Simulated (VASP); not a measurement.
Wanted: the native input for a VASP 6.6.1 run.

```
Task                   : relaxation of cell and atoms
Functional             : PBEsol
Potentials or basis    : VASP PAW PBE potentials, release 64 (Zn, Se)
Cutoff                 : 600 eV
k mesh                 : 8 × 8 × 8
Occupations            : gaussian, width 0.01 eV
Spin                   : no spin polarisation
Target pressure        : 2 GPa
Dipole correction      : no
Further INCAR settings : ALGO = Normal; EDIFF = 1e-07; IBRION = 2; EDIFFG = -0.002; NSW = 100; ISIF = 3
```

The structure of ZnSe lies in POSCAR:

```
ZnSe
1.0
    2.8165925223      2.8165925223      0.0000000000
   -2.8165925223      2.8165925223      0.0000000000
    0.0000000000      2.8165925223      2.8165925223
Zn Se
1 1
Direct
    0.0000000000      0.0000000000      0.0000000000
    0.7500000000      0.2500000000      0.5000000000
```

These files were run (other wordings do the same):

INCAR

```
SYSTEM = ZnSe
PREC = Accurate ; ENCUT = 600
EDIFF = 1E-7 ; ISMEAR = 0
SIGMA = 0.01 ; LREAL = .FALSE.
LASPH = .TRUE. ; NELM = 60
ALGO = Normal ; ISIF = 3
LWAVE = .FALSE. ; LCHARG = .FALSE.
GGA = PS ; IBRION = 2
NSW = 100 ; EDIFFG = -0.002
PSTRESS = 20.0
```

KPOINTS

```
regular mesh
0
G
  8 8 8
  0 0 0
```

Potentials or basis: VASP PAW PBE potentials, release 64 (Zn, Se).

Launch:

```console
$ cat potpaw_PBE.64/Zn/POTCAR potpaw_PBE.64/Se/POTCAR > POTCAR
$ mpirun -np 1 vasp_std > vasp.out
```

It gave:

| Property | Result |
| --- | --- |
| Relaxed volume | 21.79 Å³/atom |
| Relaxed cell | a = 3.950 Å, b = 3.950 Å, c = 3.950 Å, α = 60.00°, β = 60.00°, γ = 90.00° |
| Space group after relaxing (to 0.05 Å) | F-43m (No. 216) |
| Energy change on relaxing (the enthalpy is what falls) | +3.8 meV/atom |
| Ionic steps | 3 |
| Pressure after relaxing | 2.0 GPa |
| Band gap on the k mesh | 1.34 eV, direct |

Caveat: the cell is relaxed towards a set pressure, so the enthalpy falls and the energy may rise; the PAW data sets were made with another functional, which shifts forces and pressure a little.

Run time: 62 s on 1 thread of AMD EPYC 7R13 (shared host), peak memory 0.17 GiB.
